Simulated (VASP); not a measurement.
Input of a VASP 6.6.1 run:

File INCAR:

```
PREC     = Accurate       # precision mode
ENCUT    = 520            # plane-wave cutoff, eV
EDIFF    = 1E-6           # SCF threshold, eV
ISMEAR   = -1             # smearing method
SIGMA    = 0.05           # smearing width, eV
LREAL    = F              # projectors in reciprocal space
LASPH    = T              # aspherical terms in the spheres
NELM     = 100            # most SCF steps
ALGO     = Normal         # electronic algorithm
ISIF     = 2              # what is computed and relaxed
LWAVE    = F              # write WAVECAR
LCHARG   = F              # write CHGCAR
GGA      = PE             # functional
NBANDS   = 28             # bands
```

The input KPOINTS:

```
Automatic mesh
0
Gamma
  9 9 9
```

The input POSCAR:

```
BaTiO3
1.0
    2.8276681575      1.6325549719      2.3640862402
   -2.8276681575      1.6325549719      2.3640862402
    0.0000000000     -3.2651099438      2.3640862402
Ba Ti O
1 1 3
Direct
    0.0000000000      0.0000000000      0.0000000000
    0.5140000000      0.5140000000      0.5140000000
    0.4916000000      0.4916000000      0.9815000000
    0.4916000000      0.9815000000      0.4916000000
    0.9815000000      0.4916000000      0.4916000000
```

Potentials or basis: VASP PAW PBE potentials, release 64 (Ba_sv, Ti_sv, O).

Launch:

```bash
$ cat potpaw_PBE.64/Ba_sv/POTCAR potpaw_PBE.64/Ti_sv/POTCAR potpaw_PBE.64/O/POTCAR > POTCAR
$ mpirun -np 1 vasp_std > vasp.out
```

Question: What does it give for the pressure?

Answer: 3.4 GPa.

Question: What does it give for the band gap on the k mesh?

Answer: 2.33 eV, indirect (least direct gap 2.65 eV).

Question: Predict the largest force.

Answer: 0.142 eV/Å.

Forces on the atoms (eV/Å):
```
Ba   0.000  0.000  0.083
Ti   0.000  0.000  0.123
O    0.000 -0.124 -0.069
O   -0.108  0.062 -0.069
O    0.108  0.062 -0.069
```

Caveat: the cell differs from its parent crystal (zz strain of +2 %); spin-orbit coupling is left out, which moves the levels of the heavy elements. A k mesh can miss the band edges.
